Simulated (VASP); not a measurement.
A run of VASP 6.6.1 is set up as follows.

File INCAR:

```
SYSTEM = CuSi15
ALGO     = Normal         ! electronic algorithm
EDIFF    = 1E-7           ! SCF threshold, eV
ENCUT    = 520            ! plane-wave cutoff, eV
GGA      = PS             ! functional
ISIF     = 2              ! what is computed and relaxed
ISMEAR   = 0              ! smearing method
ISPIN    = 2              ! spin polarisation
LASPH    = .True.         ! aspherical terms in the spheres
LCHARG   = .False.        ! write CHGCAR
LDAU     = .True.         ! DFT+U
LDAUJ    = 0 0          
LDAUL    = 2 -1           ! shell
LDAUPRINT= 1            
LDAUTYPE = 2            
LDAUU    = 5 0            ! U, eV
LMAXMIX  = 4              ! l up to which the mixer works
LORBIT   = 11             ! projections on sites
LREAL    = Auto         
LWAVE    = .False.        ! write WAVECAR
MAGMOM   = 0 0 0 0 0 0 0 0 0 0 0 0 0 0 0 0 ! initial moments
NBANDS   = 54             ! bands
NELM     = 150            ! most SCF steps
PREC     = Accurate       ! precision mode
SIGMA    = 0.05           ! smearing width, eV
```

File KPOINTS:

```
k-points
0
Gamma
  3 3 3
  0 0 0
```

File POSCAR:

```
CuSi15
1.0
    0.0000000000      5.4370000000      5.4370000000
    5.4370000000      0.0000000000      5.4370000000
    5.4370000000      5.4370000000      0.0000000000
Cu Si
1 15
Direct
    1.0000000000      1.0000000000      0.0000000000
    0.0002682891      0.0002682891      0.4997317109
    0.0002682891      0.4997317109      0.0002682891
    0.0002682891      0.4997317109      0.4997317109
    0.4997317109      0.0002682891      0.0002682891
    0.4997317109      0.0002682891      0.4997317109
    0.4997317109      0.4997317109      0.0002682891
    0.5000000000      0.5000000000      0.5000000000
    0.1235515995      0.1235515995      0.1235515995
    0.1235515995      0.1235515995      0.6293452016
    0.1235515995      0.6293452016      0.1235515995
    0.1249634952      0.6250121683      0.6250121683
    0.6293452016      0.1235515995      0.1235515995
    0.6250121683      0.1249634952      0.6250121683
    0.6250121683      0.6250121683      0.1249634952
    0.6250121683      0.6250121683      0.6250121683
```

Potentials or basis: VASP PAW PBE potentials, release 64 (Cu, Si).

Command:

```console
$ cat potpaw_PBE.64/Cu/POTCAR potpaw_PBE.64/Si/POTCAR > POTCAR
$ mpirun -np 1 vasp_std > vasp.out
```

(1) What does it give for the net moment?

(2) What does it give for the pressure?

(3) What does it give for the largest force?

Results:

(1) 0.00 μB per cell.

(2) -1.2 GPa.

(3) 0.070 eV/Å.

Caveat: no moment was typed at the start, so none could form; the PAW data sets were made with another functional, which shifts forces and pressure a little; the U is typed as a test and isn't derived for this compound.
